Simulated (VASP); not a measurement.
CdSe, 2 atoms in the cell. The structure is trigonal, space group R3m (No. 160). Conventional cell: a = 4.364 Å, b = 4.364 Å, c = 10.529 Å, α = 90.00°, β = 90.00°, γ = 120.00°. Cd (site symmetry 3m) has 4 Se at 2.63 to 2.67 Å within 3.5 Å. Se (site symmetry 3m) has 4 Cd at 2.63 to 2.67 Å within 3.5 Å.  This cell differs from its parent crystal: equal xy, yz and zx shear strains of -1 %.

- Program: VASP 6.6.1
- Task: electric field gradients
- Functional: PBE
- Potentials or basis: VASP PAW PBE potentials, release 64 (Cd, Se)
- Cutoff: 520 eV
- k mesh: 8 × 8 × 8
- Occupations: fermi-dirac, width 0.03 eV
- Spin: no spin polarisation
- Dipole correction: no
- Further INCAR settings: ALGO = Normal; EDIFF = 1e-08; NBANDS = 16

Potentials or basis: VASP PAW PBE potentials, release 64 (Cd, Se).

Command:

```bash
$ cat potpaw_PBE.64/Cd/POTCAR potpaw_PBE.64/Se/POTCAR > POTCAR
$ mpirun -np 1 vasp_std > vasp.out
```

Hardware: 1 thread of Intel Xeon 8259CL (shared host).

How long does it take, and how much memory?

Run time: 93 s on 1 thread of Intel Xeon 8259CL, with other jobs on the host, peak memory 0.22 GiB. Counts: scf iterations 16, k points 65.
